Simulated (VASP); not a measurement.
# Mg: relaxation of cell and atoms with LDA

Mg:

```xyz
1
Lattice="0.0000 2.2443 2.2443 2.2443 0.0000 2.2443 2.2443 2.2443 0.0000" Properties=species:S:1:pos:R:3 pbc="T T T"
Mg    0.0000    0.0000    0.0000
```

```
Program                : VASP 6.6.1
Task                   : relaxation of cell and atoms
Functional             : LDA
Potentials or basis    : VASP PAW LDA potentials, release 64 (Mg)
Cutoff                 : 600 eV
k mesh                 : 10 × 10 × 10
Occupations            : fermi-dirac, width 0.05 eV
Spin                   : no spin polarisation
Target pressure        : 10 GPa
Dipole correction      : no
Further INCAR settings : ALGO = Normal; EDIFF = 1e-06; IBRION = 2; EDIFFG = -0.02; NSW = 80; ISIF = 3
```

```json
{"Relaxed volume": "18.10 Å³/atom", "Relaxed cell": "a = 2.947 Å, b = 2.947 Å, c = 2.947 Å, α = 60.00°, β = 60.00°, γ = 60.00°", "Space group after relaxing (to 0.05 Å)": "Fm-3m (No. 225)", "Energy change on relaxing (the enthalpy is what falls)": "+89.2 meV/atom", "Ionic steps": "3", "Pressure after relaxing": "10.1 GPa", "Band gap on the k mesh": "zero (band 1 reaches 4.74 eV, above the bottom of band 2 at 2.51 eV)"}
```

Step by step:
```
step  energy change (eV)  largest force (eV/Å)  pressure (GPa)  volume (Å³)
   1              0.0000                0.0000           -1.71        22.61
   2              0.1221                0.0000           12.20        17.62
   3              0.0892                0.0000           10.07        18.10
```

Final structure:
```
CELL_PARAMETERS angstrom
0.00000 2.08379 2.08379
2.08379 0.00000 2.08379
2.08379 2.08379 0.00000
ATOMIC_POSITIONS crystal
Mg 0.00000 0.00000 0.00000
```

Levels at points of the mesh, in eV from the Fermi level:
| k point | band 1 | band 2 | band 3 | band 4 |
| --- | --- | --- | --- | --- |
| (0.00, 0.00, 0.00) | -8.07 | 13.75 | 13.75 | 13.75 |
| (0.50, 0.00, 0.00) | -2.16 | -1.39 | 12.49 | 12.49 |
| (0.50, 0.50, 0.00) | -0.35 | 0.82 | 6.47 | 8.16 |

Run time: 8.1 s on 1 thread of Intel(R) Xeon(R) Platinum 8559C (Emerald Rapids), on a shared host, peak memory 0.15 GiB.

Caveat: the cell is relaxed towards a set pressure, so the enthalpy falls and the energy may rise; the volume moved by over 15 % at a fixed basis, so the end points are rough.
